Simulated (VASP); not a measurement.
# Mg3Zn2O5: relaxation of cell and atoms with PBE

Mg3Zn2O5:

```
Mg Zn O
1.0
     3.03044   -0.01097    0.01837
     0.01547   -4.34348    0.07516
    -1.56877    2.31009   -7.66024
Mg Zn O
3 2 5
Direct
  0.57869 0.57257 0.20292
  0.39281 0.40460 0.79079
  0.96286 0.98422 0.99410
  0.21274 0.18823 0.40388
  0.81226 0.81106 0.59313
  0.42801 0.91597 0.79422
  0.18772 0.69376 0.40922
  0.04455 0.50827 0.01867
  0.81434 0.32993 0.60417
  0.56602 0.09140 0.18889
```

```
Program                : VASP 6.6.1
Task                   : relaxation of cell and atoms
Functional             : PBE
Potentials or basis    : VASP PAW PBE potentials, release 64 (Mg, Zn, O)
Cutoff                 : 600 eV
k mesh                 : 4 × 4 × 4
Occupations            : gaussian, width 0.1 eV
Spin                   : no spin polarisation
Dipole correction      : no
Further INCAR settings : ALGO = Normal; EDIFF = 1e-06; IBRION = 2; EDIFFG = -0.025; NSW = 80; ISIF = 3
```

| Property | Result |
| --- | --- |
| Relaxed volume | 9.82 Å³/atom |
| Relaxed cell | a = 3.035 Å, b = 4.275 Å, c = 8.005 Å, α = 105.51°, β = 100.84°, γ = 89.99° |
| Space group after relaxing (to 0.05 Å) | Immm (No. 71) |
| Energy gained by relaxing | 66.3 meV/atom |
| Ionic steps | 14 |
| Pressure after relaxing | 0.0 GPa |
| Largest force after relaxing | 0.024 eV/Å |
| Band gap on the k mesh | 2.54 eV, indirect (least direct gap 2.79 eV) |

Forces on the atoms (eV/Å):
```
Mg   0.009  0.005  0.022
Mg  -0.015 -0.005 -0.014
Mg   0.012 -0.004 -0.011
Zn  -0.001  0.000  0.007
Zn  -0.008 -0.012 -0.009
O   -0.015 -0.005  0.015
O    0.009  0.009 -0.004
O    0.006  0.006 -0.004
O   -0.005 -0.001 -0.008
O    0.009  0.007  0.005
```

The path:
| step | energy change (eV) | largest force (eV/Å) | pressure (GPa) | volume (Å³) |
| --- | --- | --- | --- | --- |
| 1 | 0.0000 | 2.1382 | -0.31 | 100.18 |
| 2 | -0.4518 | 0.6777 | -1.58 | 99.87 |
| 3 | -0.5438 | 0.6775 | -1.56 | 99.58 |
| 4 | -0.6190 | 0.3290 | 0.72 | 97.91 |
| 5 | -0.6223 | 0.2892 | 1.41 | 97.49 |
| 6 | -0.6487 | 0.1507 | -0.36 | 98.47 |
| 7 | -0.6502 | 0.1388 | -0.88 | 98.78 |
| 8 | -0.6575 | 0.1003 | 0.21 | 98.09 |
| 9 | -0.6576 | 0.1038 | 0.28 | 98.02 |
| 10 | -0.6609 | 0.0542 | 0.11 | 98.12 |
| 11 | -0.6616 | 0.0578 | -0.01 | 98.19 |
| 12 | -0.6623 | 0.0349 | -0.01 | 98.20 |
| 13 | -0.6625 | 0.0360 | -0.01 | 98.20 |
| 14 | -0.6628 | 0.0243 | -0.01 | 98.19 |

Final structure:
```
CELL_PARAMETERS angstrom
3.03545 -0.00033 -0.00275
0.00024 -4.27546 0.00018
-1.51158 2.13990 -7.56439
ATOMIC_POSITIONS crystal
Mg 0.59776 0.59978 0.19889
Mg 0.40227 0.40025 0.80120
Mg 0.99927 0.99990 0.99991
Zn 0.19936 0.19964 0.39899
Zn 0.80189 0.79988 0.60093
O 0.40477 0.90271 0.80591
O 0.19539 0.69756 0.39435
O 0.99953 0.50015 0.99996
O 0.80454 0.30255 0.60554
O 0.59522 0.09758 0.19432
```

Levels at points of the mesh, in eV from the valence-band top:
```
           k point  band 26  band 27  band 28  band 29  band 30  band 31  band 32  band 33  band 34  band 35
(0.00, 0.00, 0.00)    -0.66    -0.60    -0.56    -0.38    -0.24     2.54     5.87     6.94     7.81     8.82
(0.50, 0.00, 0.00)    -1.87    -1.71    -1.56    -0.68    -0.48     5.79     5.99     8.47     8.67     9.44
(0.00, 0.50, 0.00)    -1.00    -0.38    -0.35    -0.12    -0.05     5.92     5.95     6.60     6.72     7.52
(0.50, 0.50, 0.00)    -1.22    -1.00    -0.30    -0.20    -0.14     6.48     7.34     8.03     8.13     8.56
(0.00, 0.00, 0.50)    -1.08    -0.85    -0.62    -0.55    -0.11     3.68     4.70     6.51     8.84     9.17
(0.50, 0.00, 0.50)    -1.87    -1.71    -1.56    -0.69    -0.47     5.78     6.00     8.47     8.67     9.44
(0.00, 0.50, 0.50)    -1.00    -0.38    -0.35    -0.12    -0.05     5.92     5.96     6.60     6.72     7.52
(0.50, 0.50, 0.50)    -1.22    -1.00    -0.30    -0.21    -0.14     6.48     7.34     8.03     8.13     8.56
```

It took 15 min on 1 thread of Intel(R) Xeon(R) 6975P-C (Granite Rapids), with other jobs on the host, peak memory 0.33 GiB.

Caveat: the k points lie up to 0.53 Å⁻¹ apart in the final cell. As with any semilocal functional, this PBE gap is likely too small.
